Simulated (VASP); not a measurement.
Set up this calculation in VASP 6.6.1, as the native input.

| Quantity | Value |
| --- | --- |
| Task | relaxation of cell and atoms |
| Functional | PBEsol |
| Potentials or basis | VASP PAW PBE potentials, release 64 (As) |
| Cutoff | 600 eV |
| k mesh | 7 × 7 × 7 |
| Occupations | methfessel-paxton, width 0.05 eV |
| Spin | no spin polarisation |
| Dipole correction | no |
| Further INCAR settings | ALGO = Normal; EDIFF = 1e-07; IBRION = 2; EDIFFG = -0.02; NSW = 50; ISIF = 3 |

The structure of As lies in POSCAR:

```
As
1.0
    1.8807970000      1.0858790000      3.5140620000
   -1.8807970000      1.0858790000      3.5140620000
    0.0000000000     -2.1717570000      3.5140620000
As
2
Direct
    0.7740000000      0.7740000000      0.7740000000
    0.2260000000      0.2260000000      0.2260000000
```

One way to write it, as run:

INCAR

```
  PREC = Accurate
  ENCUT = 600
  EDIFF = 1E-7
  ISMEAR = 1
  SIGMA = 0.05
  LREAL = F
  LASPH = T
  NELM = 100
  ALGO = Normal
  ISIF = 3
  LWAVE = F
  LCHARG = F
  GGA = PS
  IBRION = 2
  NSW = 50
  EDIFFG = -0.02
```

KPOINTS

```
regular mesh
0
Gamma
  7 7 7
```

Potentials or basis: VASP PAW PBE potentials, release 64 (As).

Launch:

```sh
$ cat potpaw_PBE.64/As/POTCAR > POTCAR
$ mpirun -np 1 vasp_std > vasp.out
```

It gave:

The relaxed volume is 20.92 Å³/atom. The relaxed cell is a = 4.005 Å, b = 4.005 Å, c = 4.005 Å, α = 56.57°, β = 56.57°, γ = 56.57° and the space group after relaxing (to 0.1 Å) is R-3m (No. 166). The energy gained by relaxing is 12.2 meV/atom. The ionic steps are 10, the pressure after relaxing is -0.1 GPa and the largest force after relaxing is 0.015 eV/Å.

Caveat: the PAW data sets were made with another functional, which shifts forces and pressure a little.

Wall time 58 s on 1 thread of Intel(R) Xeon(R) 6975P-C (Granite Rapids) (shared host), peak memory 0.2 GiB.
